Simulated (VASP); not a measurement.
Set up this calculation in VASP 6.6.1, as the native input.

* Task: relaxation of cell and atoms
* Functional: PBE
* Potentials or basis: VASP PAW PBE potentials, release 64 (Si, Ru_pv)
* Cutoff: 600 eV
* k mesh: 4 × 4 × 4
* Occupations: gaussian, width 0.1 eV
* Spin: no spin polarisation
* Dipole correction: no
* Further INCAR settings: ALGO = Normal; EDIFF = 1e-06; IBRION = 2; EDIFFG = -0.04; NSW = 90; ISIF = 3

The structure of Si4Ru lies in POSCAR:

```
Si4Ru
1.0
    0.0000000000      3.4912588900      3.4912588900
    3.4912588900      0.0000000000      3.4912588900
    3.4912588900      3.4912588900      0.0000000000
Si Ru
4 1
Direct
    0.1133289700      0.1133289700      0.1133289700
    0.1133289700      0.1133289700      0.6600130800
    0.1133289700      0.6600130800      0.1133289700
    0.6600130800      0.1133289700      0.1133289700
    0.5000000000      0.5000000000      0.5000000000
```

The cell was generated, and may not be a known phase.

One way to write it, as run:

INCAR

```
SYSTEM = Si4Ru
PREC     = Accurate       ! precision mode
ENCUT    = 600            ! plane-wave cutoff, eV
EDIFF    = 1E-6           ! SCF threshold, eV
ISMEAR   = 0              ! smearing method
SIGMA    = 0.1            ! smearing width, eV
LREAL    = .False.        ! projectors in reciprocal space
LASPH    = .True.         ! aspherical terms in the spheres
NELM     = 80             ! most SCF steps
ALGO     = Normal         ! electronic algorithm
ISIF     = 3              ! what is computed and relaxed
LWAVE    = .False.        ! write WAVECAR
LCHARG   = .False.        ! write CHGCAR
GGA      = PE             ! functional
IBRION   = 2              ! ionic algorithm
NSW      = 90             ! ionic steps
EDIFFG   = -0.04          ! ionic threshold
```

KPOINTS

```
Automatic mesh
0
Gamma
  4 4 4
  0 0 0
```

Potentials or basis: VASP PAW PBE potentials, release 64 (Si, Ru_pv).

Run with:

```console
$ cat potpaw_PBE.64/Si/POTCAR potpaw_PBE.64/Ru_pv/POTCAR > POTCAR
$ mpirun -np 1 vasp_std > vasp.out
```

It gave:

- Relaxed volume: 15.89 Å³/atom
- Relaxed cell: a = 4.825 Å, b = 4.825 Å, c = 4.825 Å, α = 60.00°, β = 60.00°, γ = 60.00°
- Space group after relaxing (to 0.1 Å): F-43m (No. 216)
- Energy gained by relaxing: 261.6 meV/atom
- Ionic steps: 8
- Pressure after relaxing: 0.0 GPa
- Band gap on the k mesh: zero (bands 15 and 16 overlap by 1.19 eV)

Caveat: the k points lie up to 0.40 Å⁻¹ apart in the final cell, too coarse for converged energies and pressures of a metal.

Run time: 2.4 min on 1 thread of Intel Xeon 8259CL (shared host), peak memory 0.25 GiB.
